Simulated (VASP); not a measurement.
Set up this calculation in VASP 6.6.1, as the native input.

```yaml
Task: single point
Functional: PBEsol
Potentials_or_basis: VASP PAW PBE potentials, release 64 (Mo_sv)
Cutoff: 520 eV
k_mesh: 18 × 18 × 18
Occupations: gaussian, width 0.1 eV
Spin: no spin polarisation
Dipole_correction: no
Further_INCAR_settings: ALGO = Normal; EDIFF = 1e-06; NBANDS = 13
```

The structure of Mo lies in POSCAR:

```
Mo
1.0
    0.0000000000      1.9803974458      1.9803974458
    1.9803974458      0.0000000000      1.9803974458
    1.9803974458      1.9803974458      0.0000000000
Mo
1
Direct
    0.0000000000      0.0000000000      0.0000000000
```

The input as run:

INCAR

```
SYSTEM = Mo
ALGO     = Normal         ! electronic algorithm
EDIFF    = 1E-6           ! SCF threshold, eV
ENCUT    = 520            ! plane-wave cutoff, eV
GGA      = PS             ! functional
ISIF     = 2              ! what is computed and relaxed
ISMEAR   = 0              ! smearing method
LASPH    = .True.         ! aspherical terms in the spheres
LCHARG   = .False.        ! write CHGCAR
LREAL    = .False.        ! projectors in reciprocal space
LWAVE    = .False.        ! write WAVECAR
NBANDS   = 13             ! bands
NELM     = 100            ! most SCF steps
PREC     = Accurate       ! precision mode
SIGMA    = 0.1            ! smearing width, eV
```

KPOINTS

```
k-points
0
Gamma
  18 18 18
  0 0 0
```

Potentials or basis: VASP PAW PBE potentials, release 64 (Mo_sv).

Command:

```sh
$ cat potpaw_PBE.64/Mo_sv/POTCAR > POTCAR
$ mpirun -np 1 vasp_std > vasp.out
```

It gave:

```yaml
Pressure: 0.5 GPa
Band_gap_on_the_k_mesh: zero (band 7 reaches 16.30 eV, above the bottom of band 8 at 11.38 eV)
```

Caveat: the PAW data sets were made with another functional, which shifts forces and pressure a little.

It took 44 s on 1 thread of Intel Xeon 6975P-C, with other jobs on the host, peak memory 0.17 GiB.
